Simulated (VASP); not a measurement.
Runs of VASP 6.6.1 on CsPbI2Br. The structure is that of space group P4/mmm (No. 123), or close to it. The cells are those of the table. 

```csv
cell,gap on the mesh (eV),pressure (GPa)
"a = 6.375, b = 6.375, c = 6.201 Å, 5 atoms",1.43,-2.1
"a = 6.375, b = 6.375, c = 6.141 Å, 5 atoms",1.44,-2.1
"a = 6.375, b = 6.375, c = 5.843 Å, 5 atoms",1.23,(b)
"a = 6.375, b = 6.375, c = 6.022 Å, 5 atoms",1.38,(a)
```

Alike in all rows: task single point; level LDA; potentials or basis VASP PAW LDA potentials, release 64 (Cs_sv, Pb_d, I, Br); no spin polarisation; k mesh 4 × 4 × 6; cutoff (eV) 520; smearing gaussian 0.05 eV.

**Question.** Fill in the values left out.

**Answer.** (a) -1.8; (b) -1.4.

Caveats: spin-orbit coupling is left out, which moves the levels of the heavy elements.

A k mesh can miss the band edges, and the runs leave out spin-orbit coupling on Br, Cs, I, Pb.
